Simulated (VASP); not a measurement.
Input of a VASP 6.6.1 run:

INCAR

```
SYSTEM = K
  PREC = Accurate
  ENCUT = 520
  EDIFF = 1E-6
  ISMEAR = -1
  SIGMA = 0.1
  LREAL = .False.
  LASPH = .True.
  NELM = 100
  ALGO = Normal
  ISIF = 2
  LWAVE = .False.
  LCHARG = .False.
  GGA = PS
  NBANDS = 46
```

Contents of KPOINTS:

```
Automatic mesh
0
Gamma
  3 3 3
  0 0 0
```

Contents of POSCAR:

```
K
1.0
    8.2941704965      0.0000000000      0.0000000000
    0.0000000000      8.2941704965      0.0000000000
    0.0000000000      0.0000000000      8.2941704965
K
8
Direct
    0.0000000000      0.0000000000      0.0000000000
    0.5000000000      0.5000000000      0.5000000000
    0.2500000000      0.0000000000      0.5000000000
    0.7500000000      0.0000000000      0.5000000000
    0.5000000000      0.2500000000      0.0000000000
    0.5000000000      0.7500000000      0.0000000000
    0.0000000000      0.5000000000      0.2500000000
    0.0000000000      0.5000000000      0.7500000000
```

Potentials or basis: VASP PAW PBE potentials, release 64 (K_sv).

Run with:

```sh
$ cat potpaw_PBE.64/K_sv/POTCAR > POTCAR
$ mpirun -np 1 vasp_std > vasp.out
```

**Question.** Predict the pressure.

**Answer.** 0.0 GPa.

**Question.** What does it give for the band gap on the k mesh?

**Answer.** Zero (bands 36 and 37 overlap by 0.18 eV).

Caveat: the PAW data sets were made with another functional, which shifts forces and pressure a little.
